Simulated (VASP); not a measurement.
**HfB: relaxation of cell and atoms with LDA**

HfB:

```
Hf B
1.0
     0.00000    2.47000    2.47000
     2.47000    0.00000    2.47000
     2.47000    2.47000    0.00000
Hf B
1 1
Direct
  0.00000 0.00000 0.00000
  0.25000 0.25000 0.25000
```

```
Program                : VASP 6.6.1
Task                   : relaxation of cell and atoms
Functional             : LDA
Potentials or basis    : VASP PAW LDA potentials, release 64 (Hf_pv, B)
Cutoff                 : 500 eV
k mesh                 : 7 × 7 × 7
Occupations            : methfessel-paxton, width 0.1 eV
Spin                   : no spin polarisation
Dipole correction      : no
Further INCAR settings : ALGO = Normal; EDIFF = 1e-07; IBRION = 2; EDIFFG = -0.01; NSW = 60; ISIF = 3
```

The relaxed volume is 17.00 Å³/atom, the relaxed cell is a = 3.636 Å, b = 3.636 Å, c = 3.636 Å, α = 60.00°, β = 60.00°, γ = 60.00° and the space group after relaxing (to 0.1 Å) is F-43m (No. 216). The energy gained by relaxing is 97.5 meV/atom and the ionic steps are 4. The pressure after relaxing is 0.1 GPa and the band gap on the k mesh is zero (an odd number of electrons rules out a gap without spin polarisation).

Step by step:
```csv
step,energy change (eV),largest force (eV/Å),pressure (GPa),volume (Å³)
1,0.0000,0.0000,17.64,30.14
2,-0.0548,0.0000,-10.46,37.97
3,-0.1950,0.0000,-0.19,34.08
4,-0.1950,0.0000,0.08,34.00
```

Final structure:
```yaml
crystal:
  lattice:
    - [0.00000, 2.57132, 2.57132]
    - [2.57132, 0.00000, 2.57132]
    - [2.57132, 2.57132, 0.00000]
  atoms:
    - { symbol: Hf, position: [0.00000, 0.00000, 0.00000] }
    - { symbol: B, position: [0.25000, 0.25000, 0.25000] }
```

Levels at points of the mesh, in eV from the Fermi level:
```tsv
k point	band 5	band 6	band 7	band 8	band 9	band 10
(0.00, 0.00, 0.00)	-1.39	-1.39	-1.39	3.30	3.30	6.17
```

Run time: 22 s on 1 thread of Intel(R) Xeon(R) Platinum 8259CL CPU @ 2.50GHz (Skylake/Cascade Lake), with other jobs on the host, peak memory 0.15 GiB.

Caveat: spin-orbit coupling is left out, which moves the levels of the heavy elements.
